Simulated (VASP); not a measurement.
Wanted: the native input for a VASP 6.6.1 run.

```
Task                   : single point
Functional             : revPBE
Dispersion             : D3(BJ)
Potentials or basis    : VASP PAW PBE potentials, release 64 (Os)
Cutoff                 : 520 eV
k mesh                 : 11 × 11 × 6
Occupations            : fermi-dirac, width 0.05 eV
Spin                   : no spin polarisation
Dipole correction      : no
Further INCAR settings : ALGO = Normal; EDIFF = 1e-06; NBANDS = 15
```

The structure of Os lies in POSCAR:

```
Os
1.0
    2.6782863798      0.0000000000      0.0000000000
   -1.3391431899      2.3194640436      0.0000000000
    0.0000000000      0.0000000000      4.2315181138
Os
2
Direct
    0.6666666667      0.3333333333      0.7500000000
    0.3333333333      0.6666666667      0.2500000000
```

The input as run:

INCAR

```
  PREC = Accurate
  ENCUT = 520
  EDIFF = 1E-6
  ISMEAR = -1
  SIGMA = 0.05
  LREAL = F
  LASPH = T
  NELM = 100
  ALGO = Normal
  ISIF = 2
  LWAVE = F
  LCHARG = T
  GGA = RE
  IVDW = 12
  LELF = T
  LVHAR = T
  NBANDS = 15
```

KPOINTS

```
Automatic mesh
0
Gamma
  11 11 6
```

Potentials or basis: VASP PAW PBE potentials, release 64 (Os).

Launch:

```sh
$ cat potpaw_PBE.64/Os/POTCAR > POTCAR
$ mpirun -np 1 vasp_std > vasp.out
```

Results of the run:

- Pressure: 28.0 GPa
- Band gap on the k mesh: zero (band 8 reaches 12.83 eV, above the bottom of band 9 at 8.53 eV)
- Dispersion energy per atom: -1.282 eV

Caveat: the PAW data sets were made with another functional, which shifts forces and pressure a little; spin-orbit coupling is left out, which moves the levels of the heavy elements; pairwise dispersion overbinds metals, which lowers pressure and volume.

Wall time 15 s on 1 thread of Intel(R) Xeon(R) Platinum 8375C CPU @ 2.90GHz (Ice Lake) (shared host), peak memory 0.16 GiB.
